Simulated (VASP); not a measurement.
Input of a VASP 6.6.1 run:

Contents of INCAR:

```
SYSTEM = BaO
PREC     = Accurate       ! precision mode
ENCUT    = 600            ! plane-wave cutoff, eV
EDIFF    = 1E-6           ! SCF threshold, eV
ISMEAR   = 0              ! smearing method
SIGMA    = 0.02           ! smearing width, eV
LREAL    = .FALSE.        ! projectors in reciprocal space
LASPH    = .TRUE.         ! aspherical terms in the spheres
NELM     = 120            ! most SCF steps
ALGO     = Normal         ! electronic algorithm
ISIF     = 2              ! what is computed and relaxed
LWAVE    = .FALSE.        ! write WAVECAR
LCHARG   = .FALSE.        ! write CHGCAR
GGA      = PS             ! functional
NBANDS   = 15             ! bands
GGA_COMPAT= .FALSE.
```

File KPOINTS:

```
regular mesh
0
G
  8 8 8
  0 0 0
```

POSCAR

```
BaO
1.0
    0.0000000000      3.1417212929      3.1417212929
    3.1417212929      0.0000000000      3.1417212929
    3.1417212929      3.1417212929      0.0000000000
Ba O
1 1
Direct
    0.0000000000      0.0000000000      0.0000000000
    0.5000000000      0.5000000000      0.5000000000
```

Potentials or basis: VASP PAW PBE potentials, release 64 (Ba_sv, O).

Command:

```bash
$ cat potpaw_PBE.64/Ba_sv/POTCAR potpaw_PBE.64/O/POTCAR > POTCAR
$ mpirun -np 1 vasp_std > vasp.out
```

(1) What does it give for the band gap on the k mesh?

(2) Predict the pressure.

## Answers

(1) 1.74 eV.

(2) -12.1 GPa.

Caveat: the cell differs from its parent crystal (Te replaced by O, lengths x 0.878, strained); the cell stands under tension; the PAW data sets were made with another functional, which shifts forces and pressure a little; spin-orbit coupling is left out, which moves the levels of the heavy elements.
